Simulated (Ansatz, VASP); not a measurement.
This is a calculation of NaI for VASP 6.6.1.

File INCAR:

```
ALGO     = Normal         # electronic algorithm
EDIFF    = 1E-6           # SCF threshold, eV
ENCUT    = 520            # plane-wave cutoff, eV
GGA      = CA             # functional
ISIF     = 2              # what is computed and relaxed
ISMEAR   = -1             # smearing method
LASPH    = T              # aspherical terms in the spheres
LCHARG   = T              # write CHGCAR
LELF     = T              # ELF
LREAL    = F              # projectors in reciprocal space
LVHAR    = T            
LWAVE    = F              # write WAVECAR
NBANDS   = 14             # bands
NELM     = 60             # most SCF steps
PREC     = Accurate       # precision mode
SIGMA    = 0.05           # smearing width, eV
```

Contents of KPOINTS:

```
k-points
0
Gamma
  6 6 6
```

Contents of POSCAR:

```
NaI
1.0
    0.0000000000      3.2364000000      3.2364000000
    3.2364000000      0.0000000000      3.2364000000
    3.2364000000      3.2364000000      0.0000000000
I Na
1 1
Direct
    0.5000000000      0.5000000000      0.5000000000
    0.0000000000      0.0000000000      0.0000000000
```

Potentials or basis: VASP PAW LDA potentials, release 64 (I, Na_pv).

Run with:

```sh
$ cat potpaw_LDA.64/I/POTCAR potpaw_LDA.64/Na_pv/POTCAR > POTCAR
$ mpirun -np 1 vasp_std > vasp.out
```

Problem. Set up the same calculation for Ansatz 0.2.0. Potentials there: Ansatz PAW.

Solution. As run (the cutoff follows the program's own potentials):

The input input.yaml:

```yaml
crystal:
  lattice:
    - [0.0, 3.2364, 3.2364]
    - [3.2364, 0.0, 3.2364]
    - [3.2364, 3.2364, 0.0]
  atoms:
    - { symbol: I, position: [0.5, 0.5, 0.5] }
    - { symbol: Na, position: [0.0, 0.0, 0.0] }
hamiltonian:
  xc: lda
  pseudopotentials: { kind: paw }
kpoints:
  mp_grid: { grid: [6, 6, 6] }
scf:
  occupations: { method: fermi_dirac, width: 0.05 }
output:
  forces: true
  stress: true
  eigenvalues: true
```

Potentials or basis: Ansatz PAW.

The run is started by

```bash
$ ansatz run input.yaml --threads 1 --pin off --max-ram 3584MiB --backend cpu --events-out ev --progress --plain --runs-dir out
```

Both were run:

|  | VASP | Ansatz | Ansatz less VASP |
| --- | --- | --- | --- |
| gap on the k mesh at the Fermi level (eV) | 3.35 | 3.33 | -0.012 |
| least direct gap on the mesh (eV) | 3.35 | 3.33 | -0.012 |
| pressure (GPa) | -1.6 | -1.6 | -0.02 |

LDA's correlation is that of Perdew and Zunger in VASP and of Perdew and Wang (1992) in Ansatz. VASP's potentials hold 14 valence electrons a cell and Ansatz's 26, so a difference there can come from the potentials and not from the codes.

Neither program's run includes spin-orbit coupling.
